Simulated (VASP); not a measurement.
# HfN: single point with PBE

The system is HfN.

```
Hf N
1.0
     3.38681    0.00000    0.00000
    -1.69340    2.93306    0.00000
     0.00000    0.00000    3.91617
Hf N
1 1
Cartesian
  0.0000 0.0000 1.9581
  0.0000 0.0000 0.0000
```

```json
{
  "Program": "VASP 6.6.1",
  "Task": "single point",
  "Functional": "PBE",
  "Potentials or basis": "VASP PAW PBE potentials, release 64 (Hf_pv, N)",
  "Cutoff": "520 eV",
  "k mesh": "9 × 9 × 7",
  "Occupations": "fermi-dirac, width 0.05 eV",
  "Spin": "no spin polarisation"
}
```

* Pressure: 5.6 GPa

Stress tensor (GPa, compression positive):
```
 2.13  0.00  0.00
 0.00  2.13  0.00
 0.00  0.00 12.44
```

Levels at points of the mesh, in eV from the Fermi level:
```
           k point  band 6  band 7  band 8  band 9  band 10  band 11
(0.00, 0.00, 0.00)    0.24    0.47    0.47    1.94     1.94     4.47
```

Wall time 45 s on 1 thread of Intel(R) Xeon(R) Platinum 8259CL CPU @ 2.50GHz (Skylake/Cascade Lake), with other jobs on the host, peak memory 0.17 GiB.

Caveat: spin-orbit coupling is left out, which moves the levels of the heavy elements.
